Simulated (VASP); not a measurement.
The system is C.

```
C
1.0
     1.52547    0.88073    2.82879
    -1.52547    0.88073    2.82879
     0.00000   -1.76146    2.82879
C
2
Cartesian
  0.0000 0.0000 1.9310
  0.0000 0.0000 6.5554
```

| Quantity | Value |
| --- | --- |
| Program | VASP 6.6.1 |
| Task | relaxation of cell and atoms |
| Functional | PBEsol |
| Potentials or basis | VASP PAW PBE potentials, release 64 (C) |
| Cutoff | 600 eV |
| k mesh | 6 × 6 × 6 |
| Occupations | gaussian, width 0.1 eV |
| Spin | no spin polarisation |

At the start: pressure -53.7 GPa; volume 11.40 Å³/atom.

How do energy, volume and symmetry change on relaxing?

Over 20 steps the energy falls by 4125.7 meV/atom and the volume is 5.61 Å³/atom (-50.8 %); space group Fd-3m (No. 227, to 0.05 Å).

Step by step:
| step | energy change (eV) | largest force (eV/Å) | pressure (GPa) | volume (Å³) |
| --- | --- | --- | --- | --- |
| 1 | 0.0000 | 3.8932 | -53.65 | 22.80 |
| 2 | -5.4594 | 5.9347 | -9.41 | 12.38 |
| 3 | -5.6189 | 4.5119 | 65.42 | 10.70 |
| 4 | -5.6583 | 4.8618 | 45.18 | 11.05 |
| 5 | -6.9948 | 1.7460 | 100.15 | 10.44 |
| 6 | -7.4825 | 2.3900 | 74.16 | 10.22 |
| 7 | -4.0550 | 19.4983 | 133.16 | 9.81 |
| 8 | -7.5444 | 1.7191 | 70.47 | 10.19 |
| 9 | -7.5605 | 0.8275 | 63.75 | 10.11 |
| 10 | -7.5799 | 0.4928 | 66.32 | 10.15 |
| 11 | -1.6436 | 36.5389 | 127.73 | 12.52 |
| 12 | -7.9729 | 3.2021 | 20.81 | 10.77 |
| 13 | -7.9764 | 2.6990 | 23.58 | 10.72 |
| 14 | -8.0034 | 3.3655 | -13.66 | 11.64 |
| 15 | -8.2364 | 0.5997 | 2.92 | 11.18 |
| 16 | -8.2364 | 0.6619 | 2.55 | 11.19 |
| 17 | -8.2404 | 0.6560 | -3.70 | 11.34 |
| 18 | -8.2513 | 0.0052 | -1.37 | 11.27 |
| 19 | -8.2513 | 0.0198 | -1.43 | 11.28 |
| 20 | -8.2514 | 0.0112 | 0.46 | 11.23 |

Final structure:
```xyz
2
Lattice="1.2571 0.7258 2.0512 -1.2571 0.7258 2.0512 0.0000 -1.4515 2.0512" Properties=species:S:1:pos:R:3 pbc="T T T"
C     0.0000    0.0000    0.7691
C     0.0000    0.0000    5.3844
```

Caveat: the volume moved by over 15 % at a fixed basis, so the end points are rough; the PAW data sets were made with another functional, which shifts forces and pressure a little.
